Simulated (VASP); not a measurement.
BP, 2 atoms in the cell. The structure is cubic, space group F-43m (No. 216). Conventional cell: a = 4.538 Å, b = 4.538 Å, c = 4.538 Å, α = 90.00°, β = 90.00°, γ = 90.00°. Within 2.6 Å of P (site symmetry -43m) lie 4 B at 1.97 Å. Within 2.6 Å of B (site symmetry -43m) lie 4 P at 1.97 Å. 

* Program: VASP 6.6.1
* Task: single point
* Functional: PBE0
* Potentials or basis: VASP PAW PBE potentials, release 64 (P, B)
* Cutoff: 520 eV
* k mesh: 5 × 5 × 5
* Occupations: fermi-dirac, width 0.05 eV
* Spin: no spin polarisation
* Dipole correction: no
* Grid for exact exchange (PRECFOCK): Normal
* Further INCAR settings: ALGO = Normal; EDIFF = 1e-06; NBANDS = 11
* Share of exact exchange: 0.25

Potentials or basis: VASP PAW PBE potentials, release 64 (P, B).

Command:

```sh
$ cat potpaw_PBE.64/P/POTCAR potpaw_PBE.64/B/POTCAR > POTCAR
$ cp INCAR.step1 INCAR
$ mpirun -np 1 vasp_std > vasp.out
$ cp INCAR.step2 INCAR
$ mpirun -np 1 vasp_std > vasp.out
```

Hardware: 1 thread of AMD EPYC 7R43 64-Core Processor (Zen 3), with other jobs on the host.

Estimate the wall time of this run.

It took 95 s on 1 thread of AMD EPYC 7R43 64-Core Processor (Zen 3), on a shared host, peak memory 0.1 GiB. Counts: k points 10.
